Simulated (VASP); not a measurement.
# AlN (Cm) in VASP: single point with PBE

Aim: the single point of AlN with PBE.

Everything below comes from runs of VASP 6.6.1. Logs are shortened: lines on timing, memory, paths and dates and some standing lists are left out, and cuts for length are marked.

## (1) The cell of the first run

It takes space group Cm (No. 8, monoclinic). The conventional cell has a = 5.739 Å, b = 3.313 Å, c = 4.188 Å, α = 90.00°, β = 90.00°, γ = 90.00°. Within 2.4 Å of Al (site symmetry m) lie 5 N at 1.82 to 2.19 Å. Al (site symmetry m) has 5 N at 1.87 to 2.19 Å within 2.5 Å. Within 2.5 Å of N (site symmetry m) lie 5 Al at 1.87 to 2.19 Å. Within 2.4 Å of N (site symmetry m) lie 5 Al at 1.82 to 2.19 Å.

## (2) Single point, PBE (mode 4 frozen in at -0.062 Å and mode 10 at -0.066 Å (largest displacements))

Contents of INCAR:

```
SYSTEM = AlN
PREC = Accurate
ENCUT = 520
EDIFF = 1E-7
ISMEAR = 0
SIGMA = 0.05
LREAL = .FALSE.
LASPH = .TRUE.
NELM = 80
ALGO = Normal
ISIF = 2
LWAVE = .FALSE.
LCHARG = .FALSE.
GGA = PE
NBANDS = 16
```

Contents of KPOINTS:

```
regular mesh
0
G
  9 9 6
  0 0 0
```

Contents of POSCAR:

```
AlN
1.0
    3.3134793407      0.0000000000      0.0000000000
   -1.6567396703      2.8695572839      0.0000000000
    0.0000000000      0.0000000000      4.1875902417
Al N
2 2
Direct
    0.3393033764      0.6786067527      0.7576365105
    0.6726367097      0.3452734194      0.2576365105
    0.3218333015      0.6436666031      0.2352898692
    0.6551666349      0.3103332697      0.7352898692
```

Potentials or basis: VASP PAW PBE potentials, release 64 (Al, N).

On the command line:

```sh
> cat potpaw_PBE.64/Al/POTCAR potpaw_PBE.64/N/POTCAR > POTCAR
> mpirun -np 1 vasp_std > vasp.out
```

OUTCAR:

```text
SYSTEM = AlN
   PREC = Accurate
   ENCUT = 520
   EDIFF = 1E-7
   ISMEAR = 0
   LREAL = .FALSE.
   LASPH = .TRUE.
   NELM = 80
   ISIF = 2
   GGA = PE

 ion  position               nearest neighbor table
   1  0.339  0.679  0.758-   4 1.82   4 1.97   4 1.97   3 2.00   3 2.19   2 2.84   2 2.84   2 2.84
                             2 2.84   2 2.84   2 2.84
   2  0.673  0.345  0.258-   3 1.87   3 1.87   4 2.00   3 2.02   4 2.19   1 2.84   1 2.84   1 2.84
                             1 2.84   1 2.84   1 2.84
   3  0.322  0.644  0.235-   2 1.87   2 1.87   1 2.00   2 2.02   1 2.19
   4  0.655  0.310  0.735-   1 1.82   1 1.97   1 1.97   2 2.00   2 2.19

  LATTYP: Found a hexagonal cell.
 ALAT       =     3.3134793407
 C/A-ratio  =     1.2638045423

  Lattice vectors:

 A1 = (   3.3134793407,   0.0000000000,   0.0000000000)
 A2 = (  -1.6567396703,   2.8695572839,   0.0000000000)
 A3 = (   0.0000000000,   0.0000000000,   4.1875902417)

Analysis of symmetry for initial positions (statically):
=====================================================================
 Subroutine PRICEL returns:
 Original cell was already a primitive cell.

 Routine SETGRP: Setting up the symmetry group for a
 hexagonal supercell.

 Subroutine GETGRP returns: Found  2 space group operations
 (whereof  2 operations were pure point group operations)
 out of a pool of 24 trial point group operations.

The static configuration has the point symmetry C_1h.

Analysis of symmetry for dynamics (positions and initial velocities):
=====================================================================
 Subroutine PRICEL returns:
 Original cell was already a primitive cell.

 Routine SETGRP: Setting up the symmetry group for a
 hexagonal supercell.

 Subroutine GETGRP returns: Found  2 space group operations
 (whereof  2 operations were pure point group operations)
 out of a pool of 24 trial point group operations.

The dynamic configuration has the point symmetry C_1h.

 Subroutine INISYM returns: Found  2 space group operations
 (whereof  2 operations are pure point group operations),
 and found     1 'primitive' translations

----------------------------------------------------------------------------------------

                                     Primitive cell

  volume of cell :      39.8165

  direct lattice vectors                    reciprocal lattice vectors
     3.313479341  0.000000000  0.000000000     0.301797566  0.174242906  0.000000000
    -1.656739670  2.869557284  0.000000000     0.000000000  0.348485812  0.000000000
     0.000000000  0.000000000  4.187590242     0.000000000  0.000000000  0.238800824

  length of vectors
     3.313479341  3.313479341  4.187590242     0.348485812  0.348485812  0.238800824

  position of ions in fractional coordinates (direct lattice)
     0.339303376  0.678606753  0.757636510
     0.672636710  0.345273419  0.257636510
     0.321833301  0.643666603  0.235289869
     0.655166635  0.310333270  0.735289869

  ion indices of the primitive-cell ions
   primitive index   ion index
                 1           1
                 2           2
                 3           3
                 4           4

----------------------------------------------------------------------------------------

 KPOINTS: regular mesh

Automatic generation of k-mesh.
 Grid dimensions read from file:
 generate k-points for:    9    9    6

 Generating k-lattice:

  Cartesian coordinates                     Fractional coordinates (reciprocal lattice)
     0.033533063  0.019360323  0.000000000     0.111111111  0.000000000  0.000000000
     0.000000000  0.038720646  0.000000000     0.000000000  0.111111111  0.000000000
     0.000000000  0.000000000  0.039800137     0.000000000  0.000000000  0.166666667

  Length of vectors
     0.038720646  0.038720646  0.039800137

  Shift w.r.t. Gamma in fractional coordinates (k-lattice)
     0.000000000  0.000000000  0.000000000

 Subroutine IBZKPT returns following result:
 ===========================================

 Found    140 irreducible k-points:

 Following reciprocal coordinates:
            Coordinates               Weight
  0.000000  0.000000  0.000000      1.000000
  0.111111  0.000000  0.000000      4.000000
  0.000000  0.111111  0.000000      2.000000
  0.222222 -0.000000  0.000000      4.000000
  0.000000  0.222222  0.000000      2.000000
  0.333333 -0.000000  0.000000      4.000000
[... 16 lines left out ...]
 -0.222222 -0.444444  0.000000      4.000000
  0.444444  0.333333  0.000000      4.000000
 [... further k-points ...]
   k-points           NKPTS =    140   k-points in BZ     NKDIM =    140   number of bands    NBANDS=     16
   number of dos      NEDOS =    301   number of ions     NIONS =      4
   total plane-waves  NPLWV =  25088
   dimension x,y,z NGX =    28 NGY =   28 NGZ =   32
   dimension x,y,z NGXF=    56 NGYF=   56 NGZF=   64
   ions per type =               2   2
   NGX,Y,Z   is equivalent  to a cutoff of  14.05, 14.05, 12.70 a.u.
   NGXF,Y,Z  is equivalent  to a cutoff of  28.10, 28.10, 25.41 a.u.
 SYSTEM =  AlN
   PREC   = accura    normal or accurate (medium, high low for compatibility)
   ISTART =      0    job   : 0-new  1-cont  2-samecut
   ICHARG =      2    charge: 1-file 2-atom 10-const
   ISPIN  =      1    spin polarized calculation?
   LNONCOLLINEAR =      F non collinear calculations
   LSORBIT =      F    spin-orbit coupling
   LASPH  =      T    aspherical Exc in radial PAW
   ENCUT  =  520.0 eV  38.22 Ry    6.18 a.u.   6.16  6.16  7.79*2*pi/ulx,y,z
   NELM   =     80;   NELMIN=  2; NELMDL= -5     # of ELM steps
   EDIFF  = 0.1E-06   stopping-criterion for ELM
   LREAL  =      F    real-space projection
   EDIFFG = 0.1E-05   stopping-criterion for IOM
   NSW    =      0    number of steps for IOM
   IBRION =     -1    ionic relax: 0-MD 1-quasi-New 2-CG
   NFREE  =      0    steps in history (QN), initial steepest desc. (CG)
   ISIF   =      2    stress and relaxation
   ISYM   =      2    0-nonsym 1-usesym 2-fastsym
   POTIM  = 0.5000    time-step for ionic-motion
   TEBEG  =    0.0;   TEEND  =   0.0 temperature during run
   PSTRESS=    0.0 pullay stress
   NELECT =      16.0000    total number of electrons
   NUPDOWN=      -1.0000    fix difference up-down
   EMIN   =  10.00;   EMAX   =-10.00  energy-range for DOS
   EFERMI =   0.00;   METHOD = LEGACY
   ISMEAR =     0;   SIGMA  =   0.05  broadening in eV -4-tet -1-fermi 0-gaus
   EFERMI_NEDOS =   21; number of points for ismear=-14 and -15
   IALGO  =     38    algorithm
   IMIX   =      4    mixing-type and parameters
     AMIX     =   0.40;   BMIX     =  1.00
     AMIX_MAG =   1.60;   BMIX_MAG =  1.00
  volume/ion in A,a.u.               =       9.95        67.17
  Fermi-wavevector in a.u.,A,eV,Ry     =   1.208074  2.282930 19.856940  1.459444
  Thomas-Fermi vector in A             =   2.343693
   LORBIT       =      0    0 simple, 1 ext, 2 COOP (PROOUT), +10 PAW based schemes
   GGA     = PE    functional components
   LHFCALC =     F    Hartree Fock is set to
   AEXX    =    0.0000 exact exchange contribution
   IVDW    =     0    specifies the selected vdW correction
   LEPSILON=     F    determine dielectric tensor
   LRPA    =     F    only Hartree local field effects (RPA)
 non-spin polarized calculation
 Gauss-broadening in eV      SIGMA  =   0.05
  energy-cutoff  :      520.00
  volume of cell :       39.82
 maximum number of plane-waves:      1090
 NGX is ok and might be reduce to    28
   NGX = 13   NGY = 13   NGZ = 15

 number of electron      15.9999997 magnetization

 Free energy of the ion-electron system (eV)
  ---------------------------------------------------
  ext. energy  EPLUGINS =         0.00000000
  ---------------------------------------------------
  free energy    TOTEN  =       -29.15615832 eV

  energy without entropy =      -29.15615832  energy(sigma->0) =      -29.15615832

 E-fermi :   8.1419     XC(G=0): -11.1532

 val. band max:        7.8781752161   @ k =   0.0000   0.0000   0.0000
 cond. band min:      11.1593681232   @ k =   0.0000   0.0000   0.0000
 fundamental gap:      3.2811929071
 Fermi energy:         8.1418980356

 k-point     1 :       0.0000    0.0000    0.0000
  band No.  band energies     occupation
      1      -8.8464      2.00000
      2      -5.2497      2.00000
      3       1.0907      2.00000
      4       4.6412      2.00000
      5       4.6608      2.00000
      6       6.3457      2.00000
[... 8 lines left out ...]
     15      19.6535      0.00000
     16      19.8923      0.00000

 k-point     2 :       0.1111    0.0000    0.0000
  band No.  band energies     occupation
      1      -8.7070      2.00000
      2      -5.2455      2.00000
      3       1.2415      2.00000
      4       4.1302      2.00000
      5       4.4809      2.00000
      6       5.8453      2.00000
[... 8 lines left out ...]
     15      19.4339      0.00000
     16      19.6316      0.00000

 k-point     3 :       0.0000    0.1111    0.0000
  band No.  band energies     occupation
      1      -8.7070      2.00000
      2      -5.2459      2.00000
      3       1.2416      2.00000
      4       4.1628      2.00000
      5       4.4465      2.00000
      6       5.8413      2.00000
[... 8 lines left out ...]
     15      19.3001      0.00000
     16      19.5461      0.00000

 k-point     4 :       0.2222   -0.0000    0.0000
  band No.  band energies     occupation
      1      -8.3069      2.00000
      2      -5.2773      2.00000
      3       1.6804      2.00000
      4       3.0571      2.00000
      5       4.0761      2.00000
      6       4.9392      2.00000
[... 8 lines left out ...]
     15      18.4802      0.00000
     16      20.3242      0.00000
[... 324 lines left out ...]
 k-point    22 :       0.3333    0.2222    0.0000
  band No.  band energies     occupation
      1      -6.8157      2.00000
      2      -5.9279      2.00000
      3       1.4135      2.00000
      4       3.0543      2.00000
      5       3.4979      2.00000
      6       3.8125      2.00000
[... 8 lines left out ...]
     15      20.3832      0.00000
     16      20.6234      0.00000

 k-point    23 :      -0.2222   -0.4444    0.0000
  band No.  band energies     occupation
      1      -6.8142      2.00000
      2      -5.9310      2.00000
      3       1.4268      2.00000
      4       3.0391      2.00000
      5       3.4981      2.00000
      6       3.8109      2.00000
[... 8 lines left out ...]
     15      20.3868      0.00000
     16      20.6318      0.00000

 k-point    24 :       0.4444    0.3333    0.0000
  band No.  band energies     occupation
      1      -6.8166      2.00000
      2      -5.9260      2.00000
      3       1.4064      2.00000
      4       3.0626      2.00000
      5       3.4957      2.00000
      6       3.8141      2.00000
[... 8 lines left out ...]
     15      20.3948      0.00000
     16      20.6274      0.00000

 [... further k-points ...]

------------------------ aborting loop because EDIFF is reached ----------------------------------------

  FORCE on cell =-STRESS in cart. coord.  units (eV):
  Direction    XX          YY          ZZ          XY          YZ          ZX
  --------------------------------------------------------------------------------------
  -------------------------------------------------------------------------------------
  Total        0.1356884      0.6482754      0.7122797      0.0000000     -0.1490913     -0.0000000
  in kB        5.4599651     26.0859582     28.6614254      0.0000000     -5.9992863     -0.0000000
  external PRESSURE =      20.0691162 kB  Pullay stress =       0.0000000 kB

 VOLUME and BASIS-vectors are now :
 -----------------------------------------------------------------------------
  energy-cutoff  :      520.00
  volume of cell :       39.82
      direct lattice vectors                 reciprocal lattice vectors
     3.313479341  0.000000000  0.000000000     0.301797566  0.174242906  0.000000000
    -1.656739670  2.869557284  0.000000000     0.000000000  0.348485812  0.000000000
     0.000000000  0.000000000  4.187590242     0.000000000  0.000000000  0.238800824

 POSITION                                       TOTAL-FORCE (eV/Angst)
 -----------------------------------------------------------------------------------
      0.00000      1.94730      3.17267        -0.000000     -1.750314     -0.134231
      1.65674      0.99078      1.07888        -0.000000     -1.255973     -0.139102
     -0.00000      1.84704      0.98530         0.000000      1.239821      0.139609
      1.65674      0.89052      3.07909         0.000000      1.766466      0.133725
 -----------------------------------------------------------------------------------
    total drift:                                0.000000     -0.000269     -0.000255

  FREE ENERGIE OF THE ION-ELECTRON SYSTEM (eV)
  ---------------------------------------------------
  free  energy   TOTEN  =       -29.1561583236 eV

  energy  without entropy=      -29.1561583236  energy(sigma->0) =      -29.15615832
```

Wall time 40 s (1 thread of Intel Xeon 6975P-C (Granite Rapids), shared host); peak memory 0.2 GiB.

Results:

* Free energy: -29.1562 eV
* Pressure: 2.0 GPa
* Largest force: 1.772 eV/Å
* Band gap on the k mesh: 3.28 eV, direct

Forces on the atoms (eV/Å):
```
Al   0.000 -1.750 -0.134
Al   0.000 -1.256 -0.139
N    0.000  1.240  0.140
N    0.000  1.766  0.134
```

Caveat: the cell differs from its parent crystal (mode 4 frozen in at -0.062 Å and mode 10 at -0.066 Å (largest displacements)); forces of over 1 eV/Å act on the atoms, so gaps and moduli don't describe the material at rest.
